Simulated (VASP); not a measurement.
# PbSe: electric field gradients with PBE

Crystal: PbSe.

```
Pb Se
1.0
     0.00000    3.06215    3.06215
     3.06215    0.00000    3.06215
     3.06215    3.06215    0.00000
Pb Se
1 1
Direct
  0.00000 0.00000 0.00000
  0.50471 0.50471 0.50471
```

This cell differs from its parent crystal: atom 2 (Se) moved by [0.028868, 0.028868, 0.028868] A.

```yaml
Program: VASP 6.6.1
Task: electric field gradients
Functional: PBE
Potentials_or_basis: VASP PAW PBE potentials, release 64 (Pb_d, Se)
Cutoff: 520 eV
k_mesh: 9 × 9 × 9
Occupations: fermi-dirac, width 0.01 eV
Spin: no spin polarisation
Dipole_correction: no
Further_INCAR_settings: ALGO = Normal; EDIFF = 1e-08; NBANDS = 17
```

* Pressure: 2.4 GPa
* Largest force: 0.035 eV/Å

Forces on the atoms (eV/Å):
```
Pb   0.020  0.020  0.020
Se  -0.020 -0.020 -0.020
```

Levels at points of the mesh, in eV from the Fermi level:
```tsv
k point	band 8	band 9	band 10	band 11	band 12	band 13
(0.00, 0.00, 0.00)	-1.95	-1.95	-1.95	4.61	4.63	4.63
```

Electric field gradients, principal values (V/Å²):
| atom | least | middle | greatest (by size) |
| --- | --- | --- | --- |
| 1 Pb | -0.067 | -0.067 | 0.134 |
| 2 Se | 0.341 | 0.341 | -0.681 |

Wall time 27 s on 1 thread of Intel(R) Xeon(R) 6975P-C (Granite Rapids) (shared host), peak memory 0.23 GiB.

Caveat: the cell differs from its parent crystal (atom 2 (Se) moved by [0.028868, 0.028868, 0.028868] A); this odd mesh misses L, where the gap lies, so gap, dielectric constants and Born charges aren't listed; without QUAD_EFG the Cq values of the log hold for a quadrupole moment of 1 mb, not for the nuclei; spin-orbit coupling is left out, which moves the levels of the heavy elements.
